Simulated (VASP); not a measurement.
A run of VASP 6.6.1:

File INCAR:

```
SYSTEM = Cs2SrBr4
PREC = Accurate
ENCUT = 600
EDIFF = 1E-6
ISMEAR = 0
SIGMA = 0.1
LREAL = .FALSE.
LASPH = .TRUE.
NELM = 60
ALGO = Normal
ISIF = 3
LWAVE = .FALSE.
LCHARG = .FALSE.
GGA = PE
IBRION = 2
NSW = 90
EDIFFG = -0.04
```

File KPOINTS:

```
Automatic mesh
0
G
  2 2 4
  0 0 0
```

The input POSCAR:

```
Cs2SrBr4
1.0
    7.8169900861      0.0000000000      0.0000000000
    0.0000000000      7.8169900861      0.0000000000
    0.0000000000      0.0000000000      4.5462829371
Cs Sr Br
2 1 4
Direct
    0.5000000000      0.0000000000      0.5000000000
    0.0000000000      0.5000000000      0.5000000000
    0.0000000000      0.0000000000      0.0000000000
    0.2332300000      0.2332300000      0.0000000000
    0.7667700000      0.2332300000      0.0000000000
    0.7667700000      0.7667700000      0.0000000000
    0.2332300000      0.7667700000      0.0000000000
```

Potentials or basis: VASP PAW PBE potentials, release 64 (Cs_sv, Sr_sv, Br).

Launch:

```bash
$ cat potpaw_PBE.64/Cs_sv/POTCAR potpaw_PBE.64/Sr_sv/POTCAR potpaw_PBE.64/Br/POTCAR > POTCAR
$ mpirun -np 1 vasp_std > vasp.out
```

Hardware: 1 thread of Intel(R) Xeon(R) 6975P-C (Granite Rapids) (shared host).

**Question.** How long does it take, and how much memory?

**Answer.** Wall time 7.1 min on 1 thread of Intel(R) Xeon(R) 6975P-C (Granite Rapids), on a shared host, peak memory 0.48 GiB. Counts: scf iterations 90, k points 9, ion steps 9.
